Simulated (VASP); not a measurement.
# Zr (P6_3/mmc) in VASP: further runs

The runs below take Zr through single point, relaxation of volume and atoms at fixed shape, with PBEsol.

Program: VASP 6.6.1. These are calculated values, not measurements. Logs are shortened: lines on timing, memory, paths and dates and some standing lists are left out, and cuts for length are marked.

### 1 The cell of the first run

It takes space group P6_3/mmc (No. 194, hexagonal). The conventional cell has a = 3.194 Å, b = 3.194 Å, c = 5.087 Å, α = 90.00°, β = 90.00°, γ = 120.00°. Zr (site symmetry -6m2) has 12 Zr at 3.14 to 3.19 Å within 4.1 Å.

### 2 Single point, PBEsol

INCAR

```
SYSTEM = Zr
ALGO = Normal
EDIFF = 1E-7
ENCUT = 520
GGA = PS
ISIF = 2
ISMEAR = 0
LASPH = .TRUE.
LCHARG = .FALSE.
LREAL = .FALSE.
LWAVE = .FALSE.
NBANDS = 19
NELM = 100
PREC = Accurate
SIGMA = 0.05
```

KPOINTS

```
k-points
0
G
  17 17 9
  0 0 0
```

POSCAR

```
Zr
1.0
    3.1941981723      0.0000000000      0.0000000000
   -1.5970990862      2.7662567620      0.0000000000
    0.0000000000      0.0000000000      5.0868038518
Zr
2
Direct
    0.3333333333      0.6666666667      0.2500000000
    0.6666666667      0.3333333333      0.7500000000
```

Potentials or basis: VASP PAW PBE potentials, release 64 (Zr_sv).

The run is started by

```bash
cat potpaw_PBE.64/Zr_sv/POTCAR > POTCAR
mpirun -np 1 vasp_std > vasp.out
```

OUTCAR:

```text
SYSTEM = Zr
   EDIFF = 1E-7
   ENCUT = 520
   GGA = PS
   ISIF = 2
   ISMEAR = 0
   LASPH = .TRUE.
   LREAL = .FALSE.
   NELM = 100
   PREC = Accurate

 ion  position               nearest neighbor table
   1  0.333  0.667  0.250-   2 3.14   2 3.14   2 3.14   2 3.14   2 3.14   2 3.14
   2  0.667  0.333  0.750-   1 3.14   1 3.14   1 3.14   1 3.14   1 3.14   1 3.14

  LATTYP: Found a hexagonal cell.
 ALAT       =     3.1941981723
 C/A-ratio  =     1.5925135441

  Lattice vectors:

 A1 = (   3.1941981723,   0.0000000000,   0.0000000000)
 A2 = (  -1.5970990862,   2.7662567620,   0.0000000000)
 A3 = (   0.0000000000,   0.0000000000,   5.0868038518)

Analysis of symmetry for initial positions (statically):
=====================================================================
 Subroutine PRICEL returns:
 Original cell was already a primitive cell.

 Routine SETGRP: Setting up the symmetry group for a
 hexagonal supercell.

 Subroutine GETGRP returns: Found 24 space group operations
 (whereof 12 operations were pure point group operations)
 out of a pool of 24 trial point group operations.

The static configuration has the point symmetry D_3d.
 The point group associated with its full space group is D_6h.

Analysis of symmetry for dynamics (positions and initial velocities):
=====================================================================
 Subroutine PRICEL returns:
 Original cell was already a primitive cell.

 Routine SETGRP: Setting up the symmetry group for a
 hexagonal supercell.

 Subroutine GETGRP returns: Found 24 space group operations
 (whereof 12 operations were pure point group operations)
 out of a pool of 24 trial point group operations.

The dynamic configuration has the point symmetry D_3d.
 The point group associated with its full space group is D_6h.

 Subroutine INISYM returns: Found 24 space group operations
 (whereof 12 operations are pure point group operations),
 and found     1 'primitive' translations

----------------------------------------------------------------------------------------

                                     Primitive cell

  volume of cell :      44.9469

  direct lattice vectors                    reciprocal lattice vectors
     3.194198172  0.000000000  0.000000000     0.313067614  0.180749671  0.000000000
    -1.597099086  2.766256762  0.000000000     0.000000000  0.361499342  0.000000000
     0.000000000  0.000000000  5.086803852     0.000000000  0.000000000  0.196587097

  length of vectors
     3.194198172  3.194198172  5.086803852     0.361499342  0.361499342  0.196587097

  position of ions in fractional coordinates (direct lattice)
     0.333333333  0.666666667  0.250000000
     0.666666667  0.333333333  0.750000000

  ion indices of the primitive-cell ions
   primitive index   ion index
                 1           1
                 2           2

----------------------------------------------------------------------------------------

 KPOINTS: k-points

Automatic generation of k-mesh.
 Grid dimensions read from file:
 generate k-points for:   17   17    9

 Generating k-lattice:

  Cartesian coordinates                     Fractional coordinates (reciprocal lattice)
     0.018415742  0.010632334  0.000000000     0.058823529  0.000000000  0.000000000
     0.000000000  0.021264667  0.000000000     0.000000000  0.058823529  0.000000000
     0.000000000  0.000000000  0.021843011     0.000000000  0.000000000  0.111111111

  Length of vectors
     0.021264667  0.021264667  0.021843011

  Shift w.r.t. Gamma in fractional coordinates (k-lattice)
     0.000000000  0.000000000  0.000000000

 Subroutine IBZKPT returns following result:
 ===========================================

 Found    165 irreducible k-points:

 Following reciprocal coordinates:
            Coordinates               Weight
  0.000000  0.000000  0.000000      1.000000
  0.058824  0.000000  0.000000      6.000000
  0.117647 -0.000000  0.000000      6.000000
  0.176471  0.000000  0.000000      6.000000
  0.235294 -0.000000  0.000000      6.000000
  0.294118  0.000000  0.000000      6.000000
[... 16 lines left out ...]
  0.411765  0.117647  0.000000     12.000000
  0.176471  0.176471  0.000000      6.000000
 [... further k-points ...]
   k-points           NKPTS =    165   k-points in BZ     NKDIM =    165   number of bands    NBANDS=     19
   number of dos      NEDOS =    301   number of ions     NIONS =      2
   total plane-waves  NPLWV =  23040
   dimension x,y,z NGX =    24 NGY =   24 NGZ =   40
   dimension x,y,z NGXF=    48 NGYF=   48 NGZF=   80
   ions per type =               2
   NGX,Y,Z   is equivalent  to a cutoff of  12.49, 12.49, 13.07 a.u.
   NGXF,Y,Z  is equivalent  to a cutoff of  24.98, 24.98, 26.15 a.u.
 SYSTEM =  Zr
   PREC   = accura    normal or accurate (medium, high low for compatibility)
   ISTART =      0    job   : 0-new  1-cont  2-samecut
   ICHARG =      2    charge: 1-file 2-atom 10-const
   ISPIN  =      1    spin polarized calculation?
   LNONCOLLINEAR =      F non collinear calculations
   LSORBIT =      F    spin-orbit coupling
   LASPH  =      T    aspherical Exc in radial PAW
   ENCUT  =  520.0 eV  38.22 Ry    6.18 a.u.   5.94  5.94  9.46*2*pi/ulx,y,z
   NELM   =    100;   NELMIN=  2; NELMDL= -5     # of ELM steps
   EDIFF  = 0.1E-06   stopping-criterion for ELM
   LREAL  =      F    real-space projection
   EDIFFG = 0.1E-05   stopping-criterion for IOM
   NSW    =      0    number of steps for IOM
   IBRION =     -1    ionic relax: 0-MD 1-quasi-New 2-CG
   NFREE  =      0    steps in history (QN), initial steepest desc. (CG)
   ISIF   =      2    stress and relaxation
   ISYM   =      2    0-nonsym 1-usesym 2-fastsym
   POTIM  = 0.5000    time-step for ionic-motion
   TEBEG  =    0.0;   TEEND  =   0.0 temperature during run
   PSTRESS=    0.0 pullay stress
   NELECT =      24.0000    total number of electrons
   NUPDOWN=      -1.0000    fix difference up-down
   EMIN   =  10.00;   EMAX   =-10.00  energy-range for DOS
   EFERMI =   0.00;   METHOD = LEGACY
   ISMEAR =     0;   SIGMA  =   0.05  broadening in eV -4-tet -1-fermi 0-gaus
   EFERMI_NEDOS =   21; number of points for ismear=-14 and -15
   IALGO  =     38    algorithm
   IMIX   =      4    mixing-type and parameters
     AMIX     =   0.40;   BMIX     =  1.00
     AMIX_MAG =   1.60;   BMIX_MAG =  1.00
  volume/ion in A,a.u.               =      22.47       151.66
  Fermi-wavevector in a.u.,A,eV,Ry     =   1.328145  2.509830 24.000254  1.763969
  Thomas-Fermi vector in A             =   2.457404
   LORBIT       =      0    0 simple, 1 ext, 2 COOP (PROOUT), +10 PAW based schemes
   GGA     = PS    functional components
   LHFCALC =     F    Hartree Fock is set to
   AEXX    =    0.0000 exact exchange contribution
   IVDW    =     0    specifies the selected vdW correction
   LEPSILON=     F    determine dielectric tensor
   LRPA    =     F    only Hartree local field effects (RPA)
 non-spin polarized calculation
 Gauss-broadening in eV      SIGMA  =   0.05
  energy-cutoff  :      520.00
  volume of cell :       44.95
 maximum number of plane-waves:      1230
 NGX is ok and might be reduce to    24
   NGX = 11   NGY = 11   NGZ = 19

 number of electron      24.0000000 magnetization

 Free energy of the ion-electron system (eV)
  ---------------------------------------------------
  ext. energy  EPLUGINS =         0.00000000
  ---------------------------------------------------
  free energy    TOTEN  =       -18.16321906 eV

  energy without entropy =      -18.16085782  energy(sigma->0) =      -18.16203844

 E-fermi :   9.2849     XC(G=0): -11.3650

 val. band max:        9.2784275438   @ k =   0.0000   0.0000   0.4444
 cond. band min:       9.2991381670   @ k =   0.3529   0.1765   0.4444
 fundamental gap:      0.0207106232
 Fermi energy:         9.2849495619

 k-point     1 :       0.0000    0.0000    0.0000
  band No.  band energies     occupation
      1     -39.4093      2.00000
      2     -39.2285      2.00000
      3     -18.0319      2.00000
      4     -17.0482      2.00000
      5     -17.0482      2.00000
      6     -16.8933      2.00000
[... 11 lines left out ...]
     18      11.4538      0.00000
     19      13.8726      0.00000

 k-point     2 :       0.0588    0.0000    0.0000
  band No.  band energies     occupation
      1     -39.4047      2.00000
      2     -39.2266      2.00000
      3     -18.0199      2.00000
      4     -17.0750      2.00000
      5     -17.0570      2.00000
      6     -16.9171      2.00000
[... 11 lines left out ...]
     18      11.3615      0.00000
     19      13.9433      0.00000

 k-point     3 :       0.1176   -0.0000    0.0000
  band No.  band energies     occupation
      1     -39.3913      2.00000
      2     -39.2211      2.00000
      3     -17.9847      2.00000
      4     -17.1520      2.00000
      5     -17.0819      2.00000
      6     -16.9960      2.00000
[... 11 lines left out ...]
     18      11.2044      0.00000
     19      14.1148      0.00000

 k-point     4 :       0.1765    0.0000    0.0000
  band No.  band energies     occupation
      1     -39.3705      2.00000
      2     -39.2133      2.00000
      3     -17.9288      2.00000
      4     -17.2685      2.00000
      5     -17.1183      2.00000
      6     -17.1124      2.00000
[... 11 lines left out ...]
     18      11.6279      0.00000
     19      14.3149      0.00000

 k-point     5 :       0.2353   -0.0000    0.0000
  band No.  band energies     occupation
      1     -39.3446      2.00000
      2     -39.2046      2.00000
      3     -17.8560      2.00000
      4     -17.4085      2.00000
      5     -17.2477      2.00000
      6     -17.1606      2.00000
[... 11 lines left out ...]
     18      12.1900      0.00000
     19      14.4940      0.00000
[... 334 lines left out ...]
      2     -39.1909      2.00000
      3     -17.6627      2.00000
      4     -17.6575      2.00000
      5     -17.5189      2.00000
      6     -17.2686      2.00000
[... 11 lines left out ...]
     18      14.2690      0.00000
     19      14.5305      0.00000

 k-point    22 :       0.3529    0.1176    0.0000
  band No.  band energies     occupation
      1     -39.2587      2.00000
      2     -39.1902      2.00000
      3     -17.7515      2.00000
      4     -17.5774      2.00000
      5     -17.5763      2.00000
      6     -17.3139      2.00000
[... 11 lines left out ...]
     18      14.5647      0.00000
     19      15.0705      0.00000

 k-point    23 :       0.4118    0.1176    0.0000
  band No.  band energies     occupation
      1     -39.2451      2.00000
      2     -39.1916      2.00000
      3     -17.7987      2.00000
      4     -17.6070      2.00000
      5     -17.5232      2.00000
      6     -17.3379      2.00000
[... 11 lines left out ...]
     18      14.5799      0.00000
     19      15.7027      0.00000

 k-point    24 :       0.1765    0.1765    0.0000
  band No.  band energies     occupation
      1     -39.3098      2.00000
      2     -39.1954      2.00000
      3     -17.7518      2.00000
      4     -17.4800      2.00000
      5     -17.4761      2.00000
      6     -17.1907      2.00000
[... 11 lines left out ...]
     18      13.4490      0.00000
     19      14.3982      0.00000

 [... further k-points ...]
[... 5 lines left out ...]
  --------------------------------------------------------------------------------------
  -------------------------------------------------------------------------------------
  Total       -0.0494751     -0.0494751      0.1554779      0.0000000     -0.0000000      0.0000000
  in kB       -1.7635921     -1.7635921      5.5421693      0.0000000     -0.0000000      0.0000000
  external PRESSURE =       0.6716617 kB  Pullay stress =       0.0000000 kB

 VOLUME and BASIS-vectors are now :
 -----------------------------------------------------------------------------
  energy-cutoff  :      520.00
  volume of cell :       44.95
      direct lattice vectors                 reciprocal lattice vectors
     3.194198172  0.000000000  0.000000000     0.313067614  0.180749671  0.000000000
    -1.597099086  2.766256762  0.000000000     0.000000000  0.361499342  0.000000000
     0.000000000  0.000000000  5.086803852     0.000000000  0.000000000  0.196587097

 POSITION                                       TOTAL-FORCE (eV/Angst)
 -----------------------------------------------------------------------------------
     -0.00000      1.84417      1.27170        -0.000000      0.000000      0.000000
      1.59710      0.92209      3.81510         0.000000     -0.000000      0.000000
 -----------------------------------------------------------------------------------
    total drift:                                0.000000     -0.000000      0.000000

  FREE ENERGIE OF THE ION-ELECTRON SYSTEM (eV)
  ---------------------------------------------------
  free  energy   TOTEN  =       -18.1632190631 eV

  energy  without entropy=      -18.1608578198  energy(sigma->0) =      -18.16203844
```

Run time: 1.9 min. Hardware: 1 thread of Intel Xeon Platinum 8175M at 2.50GHz (Skylake/Cascade Lake), shared host; peak memory 0.24 GiB.

What came out:

```
Free energy            : -18.1632 eV
Pressure               : 0.1 GPa
Band gap on the k mesh : zero (band 12 reaches 10.22 eV, above the bottom of band 13 at 9.04 eV)
```

Caveat: the PAW data sets were made with another functional, which shifts forces and pressure a little.

### 3 Relaxation of volume and atoms at fixed shape, PBEsol

This run uses another cell than the first one, of 23.28 Å³/atom, 1.036 times its volume.

INCAR

```
PREC = Accurate ; ENCUT = 600
EDIFF = 1E-6 ; ISMEAR = 0
SIGMA = 0.05 ; LREAL = False
LASPH = True ; NELM = 60
ALGO = Normal ; ISIF = 8
LWAVE = False ; LCHARG = False
GGA = PS ; IBRION = 2
NSW = 80 ; EDIFFG = -0.01
```

KPOINTS

```
regular mesh
0
Gamma
  17 17 9
```

POSCAR

```
Zr
1.0
    3.2320000000      0.0000000000      0.0000000000
   -1.6160000000      2.7989900000      0.0000000000
    0.0000000000      0.0000000000      5.1470000000
Zr
2
Direct
    0.3333333333      0.6666666667      0.2500000000
    0.6666666667      0.3333333333      0.7500000000
```

Potentials or basis: VASP PAW PBE potentials, release 64 (Zr_sv).

The run is started by

```bash
cat potpaw_PBE.64/Zr_sv/POTCAR > POTCAR
mpirun -np 1 vasp_std > vasp.out
```

OUTCAR:

```text
PREC = Accurate
   ENCUT = 600
   EDIFF = 1E-6
   ISMEAR = 0
   LREAL = False
   LASPH = True
   NELM = 60
   ISIF = 8
   GGA = PS
   IBRION = 2
   NSW = 80
   EDIFFG = -0.01

 ion  position               nearest neighbor table
   1  0.333  0.667  0.250-   2 3.18   2 3.18   2 3.18   2 3.18   2 3.18   2 3.18
   2  0.667  0.333  0.750-   1 3.18   1 3.18   1 3.18   1 3.18   1 3.18   1 3.18

  LATTYP: Found a hexagonal cell.
 ALAT       =     3.2320000000
 C/A-ratio  =     1.5925123762

  Lattice vectors:

 A1 = (   3.2320000000,   0.0000000000,   0.0000000000)
 A2 = (  -1.6160000000,   2.7989900000,   0.0000000000)
 A3 = (   0.0000000000,   0.0000000000,   5.1470000000)

Analysis of symmetry for initial positions (statically):
=====================================================================
 Subroutine PRICEL returns:
 Original cell was already a primitive cell.

 Routine SETGRP: Setting up the symmetry group for a
 hexagonal supercell.

 Subroutine GETGRP returns: Found 24 space group operations
[... 170 lines left out ...]

------------------------ aborting loop because EDIFF is reached ----------------------------------------

  FORCE on cell =-STRESS in cart. coord.  units (eV):
  Direction    XX          YY          ZZ          XY          YZ          ZX
  --------------------------------------------------------------------------------------
  -------------------------------------------------------------------------------------
  Total       -0.9828659     -0.9828630     -0.8638669      0.0000000     -0.0000000      0.0000000
  in kB      -33.8203418    -33.8202426    -29.7255929      0.0000000     -0.0000000      0.0000000
  external PRESSURE =     -32.4553925 kB  Pullay stress =       0.0000000 kB
[... 59 lines left out ...]
--------------------------------------- Ionic step        3  -------------------------------------------

 number of electron      24.0000000 magnetization

 Free energy of the ion-electron system (eV)
  ---------------------------------------------------
  ext. energy  EPLUGINS =         0.00000000
  ---------------------------------------------------
  free energy    TOTEN  =       -18.16432612 eV

  energy without entropy =      -18.16196344  energy(sigma->0) =      -18.16314478

 E-fermi :   9.2710     XC(G=0): -11.3595

 val. band max:        9.2643513128   @ k =   0.0000   0.0000   0.4444
 cond. band min:       9.2845675204   @ k =   0.3529   0.1765   0.4444
 fundamental gap:      0.0202162076
 Fermi energy:         9.2710247173

 k-point     1 :       0.0000    0.0000    0.0000
  band No.  band energies     occupation
      1     -39.4254      2.00000
      2     -39.2455      2.00000
      3     -18.0459      2.00000
      4     -17.0659      2.00000
      5     -17.0659      2.00000
      6     -16.9116      2.00000
[... 433 lines left out ...]
      3     -17.7669      2.00000
      4     -17.4959      2.00000
      5     -17.4920      2.00000
      6     -17.2078      2.00000
[... 8 lines left out ...]
     15      10.7364      0.00000
     16      11.8391      0.00000

 [... further k-points ...]
[... 5 lines left out ...]
  --------------------------------------------------------------------------------------
  -------------------------------------------------------------------------------------
  Total       -0.0746264     -0.0746262      0.1268235      0.0000000      0.0000000      0.0000000
  in kB       -2.6569915     -2.6569837      4.5154092      0.0000000      0.0000000      0.0000000
  external PRESSURE =      -0.2661886 kB  Pullay stress =       0.0000000 kB
[... 17 lines left out ...]
  FREE ENERGIE OF THE ION-ELECTRON SYSTEM (eV)
  ---------------------------------------------------
  free  energy   TOTEN  =       -18.1643261178 eV

  energy  without entropy=      -18.1619634443  energy(sigma->0) =      -18.16314478

 reached required accuracy - stopping structural energy minimisation
```

CONTCAR:

```text
Zr
   1.00000000000000
     3.1954602430909511    0.0000000000000000    0.0000000000000000
    -1.5977301215454756    2.7673456886785708    0.0000000000000000
     0.0000000000000000    0.0000000000000000    5.0888099848976251
  Zr
     2
Direct
     0.3333333332999970    0.6666666667000030    0.2500000000000000
     0.6666666667000030    0.3333333332999970    0.7500000000000000

  0.00000000E+00  0.00000000E+00  0.00000000E+00
  0.00000000E+00  0.00000000E+00  0.00000000E+00
```

Wall time 6.6 min (1 thread of Intel Xeon Platinum 8488C (Sapphire Rapids), shared host); peak memory 0.27 GiB.

Results:

| Quantity | Value |
| --- | --- |
| Free energy | -18.1643 eV |
| Relaxed volume | 22.50 Å³/atom |
| Relaxed cell | a = 3.195 Å, b = 3.195 Å, c = 5.089 Å, α = 90.00°, β = 90.00°, γ = 120.00° |
| Space group after relaxing (to 0.05 Å) | P6_3/mmc (No. 194) |
| Energy gained by relaxing | 8.2 meV/atom |
| Ionic steps | 3 |
| Pressure after relaxing | 0.0 GPa |
| Band gap on the k mesh | zero (band 12 reaches 10.20 eV, above the bottom of band 13 at 9.03 eV) |

Step by step:
| step | energy change (eV) | largest force (eV/Å) | pressure (GPa) | volume (Å³) |
| --- | --- | --- | --- | --- |
| 1 | 0.0000 | 0.0000 | -3.25 | 46.56 |
| 2 | 0.0007 | 0.0000 | 3.62 | 43.46 |
| 3 | -0.0164 | 0.0000 | -0.03 | 45.00 |

Final structure:
```
CELL_PARAMETERS angstrom
3.19546 0.00000 0.00000
-1.59773 2.76735 0.00000
0.00000 0.00000 5.08881
ATOMIC_POSITIONS crystal
Zr 0.33333 0.66667 0.25000
Zr 0.66667 0.33333 0.75000
```

Levels at points of the mesh, in eV from the Fermi level:
| k point | band 8 | band 9 | band 10 | band 11 | band 12 | band 13 | band 14 | band 15 | band 16 |
| --- | --- | --- | --- | --- | --- | --- | --- | --- | --- |
| (0.00, 0.00, 0.00) | -26.18 | -5.75 | -3.16 | 0.84 | 0.84 | 1.00 | 1.30 | 1.57 | 1.57 |

Caveat: the PAW data sets were made with another functional, which shifts forces and pressure a little.
